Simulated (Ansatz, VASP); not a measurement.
TePb: VASP beside Ansatz

File POSCAR:

```
TePb
1.0
    0.0000000000      3.2310000000      3.2310000000
    3.2310000000      0.0000000000      3.2310000000
    3.2310000000      3.2310000000      0.0000000000
Te Pb
1 1
Direct
    0.5000000000      0.5000000000      0.5000000000
    0.0000000000      0.0000000000      0.0000000000
```

The input INCAR.step1:

```
PREC     = Accurate       # precision mode
ENCUT    = 400            # plane-wave cutoff, eV
EDIFF    = 1E-5           # SCF threshold, eV
ISMEAR   = 0              # smearing method
SIGMA    = 0.01           # smearing width, eV
LREAL    = False          # projectors in reciprocal space
LASPH    = True           # aspherical terms in the spheres
NELM     = 120            # most SCF steps
ALGO     = Normal         # electronic algorithm
ISIF     = 2              # what is computed and relaxed
LWAVE    = True           # write WAVECAR
LCHARG   = False          # write CHGCAR
GGA      = PE             # functional
NBANDS   = 17             # bands
GGA_COMPAT= False
```

File INCAR.step2:

```
PREC     = Accurate       # precision mode
ENCUT    = 400            # plane-wave cutoff, eV
EDIFF    = 1E-6           # SCF threshold, eV
ISMEAR   = 0              # smearing method
SIGMA    = 0.01           # smearing width, eV
LREAL    = False          # projectors in reciprocal space
LASPH    = True           # aspherical terms in the spheres
NELM     = 120            # most SCF steps
ALGO     = Normal         # electronic algorithm
ISIF     = 2              # what is computed and relaxed
LWAVE    = False          # write WAVECAR
LCHARG   = False          # write CHGCAR
GGA      = PE             # functional
LHFCALC  = True           # exact exchange
AEXX     = 0.05           # exact-exchange fraction
PRECFOCK = Normal       
ISTART   = 1            
NBANDS   = 17             # bands
GGA_COMPAT= False
```

Contents of KPOINTS:

```
Automatic mesh
0
Gamma
  2 2 2
```

Input for Ansatz:

```yaml
crystal:
  lattice:
    bravais: fcc
    a: 6.462
  space_group: 225
  atoms:
    - { symbol: Te, position: [0.5, 0.0, 0.0] }
    - { symbol: Pb, position: [0.0, 0.0, 0.0] }
  reduce_to_primitive: true
kpoints:
  mp_grid:
    grid: [2, 2, 2]
hamiltonian:
  xc:
    exchange: pbe
    correlation: pbe
    exx:
      coeff: 0.05
scf:
  n_extra_bands: 12
  mixing:
    algorithm: broyden
    preconditioner: kerker_dos
  occupations:
    method: fixed
output:
  eigenvalues: true
```

Alike in both runs: task single point; functional PBE-based global hybrid with a share of 0.05 of exact exchange; k mesh 2 × 2 × 2; no spin polarisation.

|  | VASP | Ansatz |
| --- | --- | --- |
| version | VASP 6.6.1 | Ansatz 0.2.0 |
| potentials or method | VASP PAW PBE potentials, release 64 (Te, Pb_d) | plane waves, PAW |
| plane-wave cutoff (eV) | 400 | 420 |
| occupations | gaussian, width 0.01 eV | fixed |
| valence electrons in the cell | 20 | 30 |

```csv
,VASP,Ansatz,Ansatz less VASP
gap on the k mesh at the Fermi level (eV),0.89,0.86,-0.029
```

VASP's potentials were made for PBE, not for PBE-based global hybrid. VASP's potentials hold 20 valence electrons a cell and Ansatz's 30, so a difference there can come from the potentials and not from the codes.

The k mesh is coarse, so the values compare programs but aren't converged. Neither program's run includes spin-orbit coupling.
